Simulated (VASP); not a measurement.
NaF: single point with PBE

Crystal: NaF.

```xyz
2
Lattice="0.0000 2.2972 2.2446 2.2972 0.0000 2.2446 2.2972 2.2972 0.0000" Properties=species:S:1:pos:R:3 pbc="T T T"
Na    0.0000    0.0000    0.0000
F     2.2972    2.2972    2.2446
```

This cell differs from its parent crystal: uniaxial z strain -2.3%.

```
Program                : VASP 6.6.1
Task                   : single point
Functional             : PBE
Potentials or basis    : VASP PAW PBE potentials, release 64 (Na_pv, F)
Cutoff                 : 520 eV
k mesh                 : 10 × 10 × 10
Occupations            : fermi-dirac, width 0.02 eV
Spin                   : no spin polarisation
Dipole correction      : no
Further INCAR settings : ALGO = Normal; EDIFF = 1e-06; NBANDS = 14
```

The pressure is 5.1 GPa. The band gap on the k mesh is 6.57 eV, direct.

Stress tensor (GPa, compression positive):
```
4.16 0.00 0.00
0.00 4.16 0.00
0.00 0.00 6.94
```

Levels at points of the mesh, in eV from the valence-band top:
```
           k point  band 5  band 6  band 7  band 8  band 9  band 10
(0.00, 0.00, 0.00)    0.00    0.00    0.00    6.57   19.28    19.28
(0.50, 0.00, 0.00)   -1.70   -0.29   -0.27   11.09   12.89    20.43
(0.50, 0.50, 0.00)   -1.32   -0.46   -0.46   13.32   13.78    14.16
(0.50, 0.00, 0.50)   -1.36   -0.43   -0.40   13.46   13.55    14.07
```

Wall time 7.4 s on 1 thread of Intel(R) Xeon(R) 6975P-C (Granite Rapids), with other jobs on the host, peak memory 0.14 GiB.

Caveat: the cell differs from its parent crystal (uniaxial z strain -2.3%). A k mesh can miss the band edges.
